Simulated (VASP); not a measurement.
# ZnO in VASP: further runs

The runs below take ZnO through single point, relaxation of cell and atoms, with PBE.

All numbers are computed with VASP 6.6.1; they aren't measurements. Logs are shortened: lines on timing, memory, paths and dates and some standing lists are left out, and cuts for length are marked.

### Step 1. The cell of the first run

The typed cell holds 8 atoms: a = 3.279 Å, b = 3.281 Å, c = 10.585 Å, α = 89.99°, β = 90.02°, γ = 119.99°.

### Step 2. Single point, PBE

Contents of INCAR:

```
SYSTEM = ZnO
PREC = Accurate
ENCUT = 520
EDIFF = 1E-7
ISMEAR = 0
SIGMA = 0.1
LREAL = .False.
LASPH = .True.
NELM = 60
ALGO = Normal
ISIF = 2
LWAVE = .False.
LCHARG = .True.
GGA = PE
LELF = .True.
LVHAR = .True.
NBANDS = 46
```

Contents of KPOINTS:

```
Automatic mesh
0
Gamma
  6 6 2
  0 0 0
```

Contents of POSCAR:

```
ZnO
1.0
    3.2791777898     -0.0000451127     -0.0006599936
   -1.6396284664      2.8414201955      0.0001982145
   -0.0021381644     -0.0004893820     10.5847026186
Zn O
4 4
Direct
    0.3333940310      0.6667441180      0.0007383338
    0.3334144288      0.6667264061      0.5007340287
    0.6666887656      0.3332902071      0.2507355060
    0.6666601195      0.3332824505      0.7507356158
    0.3333736089      0.6667881231      0.1903152991
    0.3333678810      0.6667875610      0.6903125053
    0.6665539821      0.3331927902      0.4403127115
    0.6665471831      0.3331883440      0.9403159799
```

Potentials or basis: VASP PAW PBE potentials, release 64 (Zn, O).

Launch:

```bash
> cat potpaw_PBE.64/Zn/POTCAR potpaw_PBE.64/O/POTCAR > POTCAR
> mpirun -np 1 vasp_std > vasp.out
```

OUTCAR:

```text
SYSTEM = ZnO
   PREC = Accurate
   ENCUT = 520
   EDIFF = 1E-7
   ISMEAR = 0
   LREAL = .False.
   LASPH = .True.
   NELM = 60
   ISIF = 2
   GGA = PE

 ion  position               nearest neighbor table
   1  0.333  0.667  0.001-   8 2.00   8 2.00   8 2.00   5 2.01
   2  0.333  0.667  0.501-   7 2.00   7 2.00   7 2.00   6 2.01
   3  0.667  0.333  0.251-   5 2.00   5 2.00   5 2.00   7 2.01
   4  0.667  0.333  0.751-   6 2.00   6 2.00   6 2.00   8 2.01
   5  0.333  0.667  0.190-   3 2.00   3 2.00   3 2.00   1 2.01
   6  0.333  0.667  0.690-   4 2.00   4 2.00   4 2.00   2 2.01
   7  0.667  0.333  0.440-   2 2.00   2 2.00   2 2.00   3 2.01
   8  0.667  0.333  0.940-   1 2.00   1 2.00   1 2.00   4 2.01

  LATTYP: Found a triclinic cell.
 ALAT       =     3.2791778565
 B/A-ratio  =     1.0004203921
 C/A-ratio  =     3.2278526231
 COS(alpha) =     0.0001213377
 COS(beta)  =     0.0004032725
 COS(gamma) =     0.4998138623

  Lattice vectors:

 A1 = (   3.2791777898,  -0.0000451127,  -0.0006599936)
 A2 = (   1.6396284664,  -2.8414201955,  -0.0001982145)
 A3 = (   0.0021381644,   0.0004893820, -10.5847026186)

Analysis of symmetry for initial positions (statically):
=====================================================================
 Subroutine PRICEL returns:
 Original cell was already a primitive cell.

 Routine SETGRP: Setting up the symmetry group for a
 triclinic supercell.

 Subroutine GETGRP returns: Found  1 space group operations
 (whereof  1 operations were pure point group operations)
 out of a pool of  2 trial point group operations.

The static configuration has the point symmetry C_1 .

Analysis of symmetry for dynamics (positions and initial velocities):
=====================================================================
 Subroutine PRICEL returns:
 Original cell was already a primitive cell.

 Routine SETGRP: Setting up the symmetry group for a
 triclinic supercell.

 Subroutine GETGRP returns: Found  1 space group operations
 (whereof  1 operations were pure point group operations)
 out of a pool of  2 trial point group operations.

The dynamic configuration has the point symmetry C_1 .

 Subroutine INISYM returns: Found  1 space group operations
 (whereof  1 operations are pure point group operations),
 and found     1 'primitive' translations

----------------------------------------------------------------------------------------

                                     Primitive cell

  volume of cell :      98.6224

  direct lattice vectors                    reciprocal lattice vectors
     3.279177790 -0.000045113 -0.000659994     0.304956928  0.175973989  0.000069739
    -1.639628466  2.841420196  0.000198215     0.000004845  0.351939478  0.000016273
    -0.002138164 -0.000489382 10.584702619     0.000019015  0.000004382  0.094475970

  length of vectors
     3.279177857  3.280556397 10.584702846     0.352087457  0.351939479  0.094475972

  position of ions in fractional coordinates (direct lattice)
     0.333394031  0.666744118  0.000738334
     0.333414429  0.666726406  0.500734029
     0.666688766  0.333290207  0.250735506
     0.666660120  0.333282451  0.750735616
     0.333373609  0.666788123  0.190315299
     0.333367881  0.666787561  0.690312505
     0.666553982  0.333192790  0.440312711
     0.666547183  0.333188344  0.940315980

  ion indices of the primitive-cell ions
   primitive index   ion index
                 1           1
                 2           2
                 3           3
                 4           4
                 5           5
                 6           6
                 7           7
                 8           8

----------------------------------------------------------------------------------------

 KPOINTS: Automatic mesh

Automatic generation of k-mesh.
 Grid dimensions read from file:
 generate k-points for:    6    6    2

 Generating k-lattice:

  Cartesian coordinates                     Fractional coordinates (reciprocal lattice)
     0.050826155  0.029328998  0.000011623     0.166666667 -0.000000000 -0.000000000
     0.000000808  0.058656580  0.000002712     0.000000000  0.166666667 -0.000000000
     0.000009508  0.000002191  0.047237985     0.000000000  0.000000000  0.500000000

  Length of vectors
     0.058681243  0.058656580  0.047237986

  Shift w.r.t. Gamma in fractional coordinates (k-lattice)
     0.000000000  0.000000000  0.000000000

 Subroutine IBZKPT returns following result:
 ===========================================

 Found     40 irreducible k-points:

 Following reciprocal coordinates:
            Coordinates               Weight
  0.000000  0.000000  0.000000      1.000000
  0.166667 -0.000000  0.000000      2.000000
  0.333333 -0.000000  0.000000      2.000000
  0.500000 -0.000000  0.000000      1.000000
 -0.000000  0.166667 -0.000000      2.000000
  0.166667  0.166667 -0.000000      2.000000
[... 16 lines left out ...]
  0.333333 -0.000000  0.500000      2.000000
  0.500000  0.000000  0.500000      1.000000
 [... further k-points ...]
   k-points           NKPTS =     40   k-points in BZ     NKDIM =     40   number of bands    NBANDS=     46
   number of dos      NEDOS =    301   number of ions     NIONS =      8
   total plane-waves  NPLWV =  46080
   dimension x,y,z NGX =    24 NGY =   24 NGZ =   80
   dimension x,y,z NGXF=    48 NGYF=   48 NGZF=  160
   ions per type =               4   4
   NGX,Y,Z   is equivalent  to a cutoff of  12.17, 12.16, 12.56 a.u.
   NGXF,Y,Z  is equivalent  to a cutoff of  24.33, 24.32, 25.13 a.u.
 SYSTEM =  ZnO
   PREC   = accura    normal or accurate (medium, high low for compatibility)
   ISTART =      0    job   : 0-new  1-cont  2-samecut
   ICHARG =      2    charge: 1-file 2-atom 10-const
   ISPIN  =      1    spin polarized calculation?
   LNONCOLLINEAR =      F non collinear calculations
   LSORBIT =      F    spin-orbit coupling
   LASPH  =      T    aspherical Exc in radial PAW
   ENCUT  =  520.0 eV  38.22 Ry    6.18 a.u.   6.10  6.10 19.68*2*pi/ulx,y,z
   NELM   =     60;   NELMIN=  2; NELMDL= -5     # of ELM steps
   EDIFF  = 0.1E-06   stopping-criterion for ELM
   LREAL  =      F    real-space projection
   EDIFFG = 0.1E-05   stopping-criterion for IOM
   NSW    =      0    number of steps for IOM
   IBRION =     -1    ionic relax: 0-MD 1-quasi-New 2-CG
   NFREE  =      0    steps in history (QN), initial steepest desc. (CG)
   ISIF   =      2    stress and relaxation
   ISYM   =      2    0-nonsym 1-usesym 2-fastsym
   POTIM  = 0.5000    time-step for ionic-motion
   TEBEG  =    0.0;   TEEND  =   0.0 temperature during run
   PSTRESS=    0.0 pullay stress
   NELECT =      72.0000    total number of electrons
   NUPDOWN=      -1.0000    fix difference up-down
   EMIN   =  10.00;   EMAX   =-10.00  energy-range for DOS
   EFERMI =   0.00;   METHOD = LEGACY
   ISMEAR =     0;   SIGMA  =   0.10  broadening in eV -4-tet -1-fermi 0-gaus
   EFERMI_NEDOS =   21; number of points for ismear=-14 and -15
   IALGO  =     38    algorithm
   IMIX   =      4    mixing-type and parameters
     AMIX     =   0.40;   BMIX     =  1.00
     AMIX_MAG =   1.60;   BMIX_MAG =  1.00
  volume/ion in A,a.u.               =      12.33        83.19
  Fermi-wavevector in a.u.,A,eV,Ry     =   1.474101  2.785646 29.565087  2.172973
  Thomas-Fermi vector in A             =   2.588913
   LORBIT       =      0    0 simple, 1 ext, 2 COOP (PROOUT), +10 PAW based schemes
   GGA     = PE    functional components
   LHFCALC =     F    Hartree Fock is set to
   AEXX    =    0.0000 exact exchange contribution
   IVDW    =     0    specifies the selected vdW correction
   LEPSILON=     F    determine dielectric tensor
   LRPA    =     F    only Hartree local field effects (RPA)
 non-spin polarized calculation
 Gauss-broadening in eV      SIGMA  =   0.10
  energy-cutoff  :      520.00
  volume of cell :       98.62
 maximum number of plane-waves:      2700
   NGX = 13   NGY = 13   NGZ = 39

 number of electron      72.0000074 magnetization

 Free energy of the ion-electron system (eV)
  ---------------------------------------------------
  ext. energy  EPLUGINS =         0.00000000
  ---------------------------------------------------
  free energy    TOTEN  =       -35.71735075 eV

  energy without entropy =      -35.71735074  energy(sigma->0) =      -35.71735074

 E-fermi :   1.2640     XC(G=0): -10.7238

 val. band max:        0.8967114924   @ k =   0.0000   0.0000   0.0000
 cond. band min:       1.6226104389   @ k =   0.0000   0.0000   0.0000
 fundamental gap:      0.7258989464
 Fermi energy:         1.2639706642

 k-point     1 :       0.0000    0.0000    0.0000
  band No.  band energies     occupation
      1     -16.9207      2.00000
      2     -16.5954      2.00000
      3     -16.5954      2.00000
      4     -16.2529      2.00000
      5      -4.8157      2.00000
      6      -4.8157      2.00000
[... 38 lines left out ...]
     45      13.6222      0.00000
     46      13.9056      0.00000

 k-point     2 :       0.1667   -0.0000    0.0000
  band No.  band energies     occupation
      1     -16.7840      2.00000
      2     -16.4938      2.00000
      3     -16.4935      2.00000
      4     -16.1943      2.00000
      5      -4.8896      2.00000
      6      -4.8893      2.00000
[... 38 lines left out ...]
     45      12.6689      0.00000
     46      12.6737      0.00000

 k-point     3 :       0.3333   -0.0000    0.0000
  band No.  band energies     occupation
      1     -16.4776      2.00000
      2     -16.2834      2.00000
      3     -16.2830      2.00000
      4     -16.0958      2.00000
      5      -4.9785      2.00000
      6      -4.9778      2.00000
[... 38 lines left out ...]
     45      11.6889      0.00000
     46      12.1817      0.00000

 k-point     4 :       0.5000   -0.0000    0.0000
  band No.  band energies     occupation
      1     -16.2841      2.00000
      2     -16.1743      2.00000
      3     -16.1739      2.00000
      4     -16.0794      2.00000
      5      -4.9861      2.00000
      6      -4.9851      2.00000
[... 920 lines left out ...]
     45      12.8222      0.00000
     46      12.8227      0.00000

 k-point    23 :       0.3333   -0.0000    0.5000
  band No.  band energies     occupation
      1     -16.4203      2.00000
      2     -16.4200      2.00000
      3     -16.1499      2.00000
      4     -16.1496      2.00000
      5      -4.9602      2.00000
      6      -4.9598      2.00000
[... 38 lines left out ...]
     45      11.6656      0.00000
     46      11.6662      0.00000

 k-point    24 :       0.5000    0.0000    0.5000
  band No.  band energies     occupation
      1     -16.2504      2.00000
      2     -16.2503      2.00000
      3     -16.1054      2.00000
      4     -16.1054      2.00000
      5      -4.9174      2.00000
      6      -4.9173      2.00000
[... 38 lines left out ...]
     45      11.2566      0.00000
     46      11.2568      0.00000

 [... further k-points ...]
[... 5 lines left out ...]
  --------------------------------------------------------------------------------------
  -------------------------------------------------------------------------------------
  Total        0.5317352      0.5066670      0.5327061      0.0000238      0.0019246      0.0091218
  in kB        8.6383412      8.2310949      8.6541146      0.0003872      0.0312666      0.1481892
  external PRESSURE =       8.5078503 kB  Pullay stress =       0.0000000 kB

 VOLUME and BASIS-vectors are now :
 -----------------------------------------------------------------------------
  energy-cutoff  :      520.00
  volume of cell :       98.62
      direct lattice vectors                 reciprocal lattice vectors
     3.279177790 -0.000045113 -0.000659994     0.304956928  0.175973989  0.000069739
    -1.639628466  2.841420196  0.000198215     0.000004845  0.351939478  0.000016273
    -0.002138164 -0.000489382 10.584702619     0.000019015  0.000004382  0.094475970

 POSITION                                       TOTAL-FORCE (eV/Angst)
 -----------------------------------------------------------------------------------
      0.00004      1.89448      0.00773         0.000273     -0.000424     -0.000156
     -0.00093      1.89419      5.30003        -0.000297      0.000007      0.000086
      1.63918      0.94686      2.65359         0.000023      0.000058      0.000038
      1.63803      0.94660      7.94594         0.000471      0.000200      0.000122
     -0.00050      1.89452      2.01434        -0.000090     -0.000133     -0.000072
     -0.00159      1.89427      7.30666        -0.000472     -0.000267      0.000084
      1.63850      0.94650      4.66021         0.000302      0.000069      0.000098
      1.63741      0.94624      9.95259        -0.000210      0.000489     -0.000200
 -----------------------------------------------------------------------------------
    total drift:                                0.000034      0.000005     -0.002941

  FREE ENERGIE OF THE ION-ELECTRON SYSTEM (eV)
  ---------------------------------------------------
  free  energy   TOTEN  =       -35.7173507464 eV

  energy  without entropy=      -35.7173507422  energy(sigma->0) =      -35.71735074
```

Wall time 4.7 min (1 thread of Intel Xeon 8259CL, shared host); peak memory 0.29 GiB.

What came out:

* Free energy: -35.7174 eV
* Pressure: 0.9 GPa
* Band gap on the k mesh: 0.73 eV

Levels at points of the mesh, in eV from the valence-band top:
| k point | band 33 | band 34 | band 35 | band 36 | band 37 | band 38 | band 39 | band 40 |
| --- | --- | --- | --- | --- | --- | --- | --- | --- |
| (0.00, 0.00, 0.00) | -0.37 | -0.08 | 0.00 | 0.00 | 0.73 | 3.36 | 3.36 | 5.09 |
| (0.50, 0.00, 0.00) | -1.32 | -1.32 | -1.23 | -0.80 | 5.62 | 5.64 | 5.64 | 6.82 |
| (0.00, 0.50, 0.00) | -1.32 | -1.32 | -1.24 | -0.79 | 5.62 | 5.64 | 5.64 | 6.82 |
| (0.50, 0.50, 0.00) | -1.32 | -1.32 | -1.23 | -0.80 | 5.62 | 5.64 | 5.64 | 6.82 |
| (0.00, 0.00, 0.50) | -0.11 | -0.11 | -0.11 | -0.11 | 1.86 | 1.86 | 4.59 | 4.59 |
| (0.50, 0.00, 0.50) | -1.09 | -1.09 | -0.98 | -0.98 | 5.38 | 5.38 | 6.44 | 6.44 |
| (0.00, 0.50, 0.50) | -1.09 | -1.09 | -0.98 | -0.98 | 5.39 | 5.39 | 6.44 | 6.44 |
| (0.50, 0.50, 0.50) | -1.09 | -1.09 | -0.98 | -0.98 | 5.38 | 5.38 | 6.44 | 6.44 |

(Part 1 of 2 ends here.)
